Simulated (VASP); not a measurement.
Crystal: W.

```
W
1.0
    -1.55004    1.55004    1.55004
     1.55004   -1.55004    1.55004
     1.55004    1.55004   -1.55004
W
1
Direct
  0.00000 0.00000 0.00000
```

Base run:

* Program: VASP 6.6.1
* Functional: PBE0
* Potentials or basis: VASP PAW PBE potentials, release 64 (W_sv)
* Cutoff: 520 eV
* k mesh: 8 × 8 × 8
* Occupations: fermi-dirac, width 0.05 eV
* Spin: no spin polarisation

Its results: band gap on the k mesh zero (bands 7 and 8 overlap by 8.69 eV); pressure 22.9 GPa.

Problem. The run is repeated on the same cell with these changes: functional from PBE0 to HSE06. What comes out?

Solution. Band gap on the k mesh zero (bands 7 and 8 overlap by 7.90 eV); pressure 22.4 GPa.

Caveats: the cell stands under pressure; the PAW data sets were made with another functional, which shifts forces and pressure a little; spin-orbit coupling is left out, which moves the levels of the heavy elements.
